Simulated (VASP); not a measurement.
## ZnNi: vibrations by perturbation theory with LDA

Crystal: ZnNi.

```
Zn Ni
1.0
     2.54639    0.00000    0.00000
     0.00000    2.54639    0.00000
     0.00000    0.00000    3.08014
Zn Ni
1 1
Direct
  0.50000 0.50000 0.50000
  0.00000 0.00000 0.00000
```

- Program: VASP 6.6.1
- Task: vibrations by perturbation theory
- Functional: LDA
- Potentials or basis: VASP PAW LDA potentials, release 64 (Zn, Ni)
- Cutoff: 520 eV
- k mesh: 16 × 16 × 14
- Occupations: fermi-dirac, width 0.15 eV
- Spin: no spin polarisation
- Dipole correction: no
- Further INCAR settings: ALGO = Fast; EDIFF = 1e-08; NBANDS = 18; IBRION = 8; NSW = 1

The highest phonon frequency at Γ is 345 cm⁻¹.

Phonon frequencies in cm⁻¹ (negative: imaginary):
```tsv
q point	frequencies
(0.000, 0.000, 0.000)	0 0 0 282 282 345
```

Run time: 12 min on 1 thread of AMD EPYC 9R45 96-Core Processor (Zen 5), on a shared host, peak memory 0.76 GiB.

Caveat: the cell stands under pressure or tension, which shifts response properties. Spin polarisation is off, so any magnetic state and its effect on volume and gap are missing.
